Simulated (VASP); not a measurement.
A run of VASP 6.6.1:

Contents of INCAR:

```
  PREC = Accurate
  ENCUT = 520
  EDIFF = 1E-6
  ISMEAR = -1
  SIGMA = 0.05
  LREAL = False
  LASPH = True
  NELM = 80
  ALGO = Normal
  ISIF = 2
  LWAVE = False
  LCHARG = False
  GGA = B5
  ALDAX = 1.0
  AGGAX = 1.0
  AGGAC = 1.0
  ALDAC = 0.0
  NBANDS = 16
```

The input KPOINTS:

```
Automatic mesh
0
Gamma
  8 8 8
```

File POSCAR:

```
GaAs
1.0
    0.0000000000      2.7886446409      2.7886446409
    2.7886446409      0.0000000000      2.7886446409
    2.7886446409      2.7886446409      0.0000000000
As Ga
1 1
Direct
    0.7500000000      0.7500000000      0.7500000000
    0.0000000000      0.0000000000      0.0000000000
```

Potentials or basis: VASP PAW PBE potentials, release 64 (As, Ga_d).

Launch:

```bash
$ cat potpaw_PBE.64/As/POTCAR potpaw_PBE.64/Ga_d/POTCAR > POTCAR
$ mpirun -np 1 vasp_std > vasp.out
```

Hardware: 1 thread of Intel(R) Xeon(R) 6975P-C (Granite Rapids), on a shared host.

**Question.** Estimate the wall time of this run.

**Answer.** It took 16 s on 1 thread of Intel(R) Xeon(R) 6975P-C (Granite Rapids), on a shared host, peak memory 0.17 GiB. Counts: scf iterations 12, k points 29.
